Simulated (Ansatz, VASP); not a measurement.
**One calculation of GaN, two programs**

```xyz
8
Lattice="-3.2184 0.0000 0.0000 0.0000 0.0000 -5.2430 0.0000 -5.5745 0.0000" Properties=species:S:1:pos:R:3 pbc="T T T"
Ga   -1.6092   -0.9291   -0.0046
Ga    0.0000   -3.7163   -0.0046
Ga    0.0000   -1.8582   -2.6261
Ga   -1.6092   -4.6454   -2.6261
N    -1.6092   -0.9291   -3.2723
N     0.0000   -3.7163   -3.2723
N     0.0000   -1.8582   -0.6508
N    -1.6092   -4.6454   -0.6508
```

Alike in both runs: task single point; functional PBE; k mesh 8 × 6 × 6; occupations gaussian, width 0.05 eV; no spin polarisation.

|  | VASP | Ansatz |
| --- | --- | --- |
| version | VASP 6.6.1 | Ansatz 0.2.0 |
| potentials or method | VASP PAW PBE potentials, release 64 (Ga_d, N), cutoff 520 eV | scalar-relativistic, plane waves, PAW |
| valence electrons in the cell | 72 | 72 |

|  | VASP | Ansatz | Ansatz less VASP |
| --- | --- | --- | --- |
| gap on the k mesh at the Fermi level (eV) | 1.72 | 1.71 | -0.006 |
| least direct gap on the mesh (eV) | 1.72 | 1.71 | -0.006 |
| pressure (GPa) | 0.1 | 0.0 | -0.15 |
